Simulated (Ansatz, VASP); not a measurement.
**Os: VASP beside Ansatz**

```
Os
1.0
     0.00000    1.92204    1.92204
     1.92204    0.00000    1.92204
     1.92204    1.92204    0.00000
Os
1
Direct
  0.00000 0.00000 0.00000
```

Alike in both runs: task single point; functional PBE; k mesh 10 × 10 × 10; occupations gaussian, width 0.1 eV; no spin polarisation.

|  | VASP | Ansatz |
| --- | --- | --- |
| version | VASP 6.6.1 | Ansatz 0.2.0 |
| potentials or method | VASP PAW PBE potentials, release 64 (Os), cutoff 600 eV | scalar-relativistic, plane waves, PAW |
| valence electrons in the cell | 8 | 16 |

|  | VASP | Ansatz | Ansatz less VASP |
| --- | --- | --- | --- |
| gap on the k mesh at the Fermi level (eV) | none | none | - |
| pressure (GPa) | 4.4 | 4.2 | -0.19 |

A gap of «none» marks a metal or a gap that the smearing closes. With one functional, cell and mesh, what is left measures potentials, basis and numerics. VASP's potentials hold 8 valence electrons a cell and Ansatz's 16, so a difference there can come from the potentials and not from the codes.

Spin-orbit coupling is off throughout.
